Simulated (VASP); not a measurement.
Write the native input for VASP 6.6.1 that does the following.

```yaml
Task: single point
Functional: PBEsol
Potentials_or_basis: VASP PAW PBE potentials, release 64 (Cu)
Cutoff: 520 eV
k_mesh: 28 × 28 × 28
Occupations: gaussian, width 0.15 eV
Spin: no spin polarisation
Dipole_correction: no
Further_INCAR_settings: ALGO = Fast; EDIFF = 1e-06; NBANDS = 12
```

The structure of Cu lies in POSCAR:

```
Cu
1.0
    0.0000000000      1.8262281590      1.7816860088
    1.8262281590      0.0000000000      1.7816860088
    1.8262281590      1.8262281590      0.0000000000
Cu
1
Direct
    0.0000000000      0.0000000000      0.0000000000
```

This cell differs from its parent crystal: strain +0.025 along x and y, +0.000 along z.

One way to write it, as run:

INCAR

```
  PREC = Accurate
  ENCUT = 520
  EDIFF = 1E-6
  ISMEAR = 0
  SIGMA = 0.15
  LREAL = F
  LASPH = T
  NELM = 80
  ALGO = Fast
  ISIF = 2
  LWAVE = F
  LCHARG = F
  GGA = PS
  NBANDS = 12
```

KPOINTS

```
Automatic mesh
0
Gamma
  28 28 28
```

Potentials or basis: VASP PAW PBE potentials, release 64 (Cu).

The run is started by

```sh
$ cat potpaw_PBE.64/Cu/POTCAR > POTCAR
$ mpirun -np 1 vasp_std > vasp.out
```

Results of the run:

```json
{
 "Pressure": "-6.7 GPa"
}
```

Caveat: the cell differs from its parent crystal (strain +0.025 along x and y, +0.000 along z); the PAW data sets were made with another functional, which shifts forces and pressure a little.

It took 2.3 min on 1 thread of Intel(R) Xeon(R) Platinum 8488C (Sapphire Rapids) (shared host), peak memory 0.33 GiB.
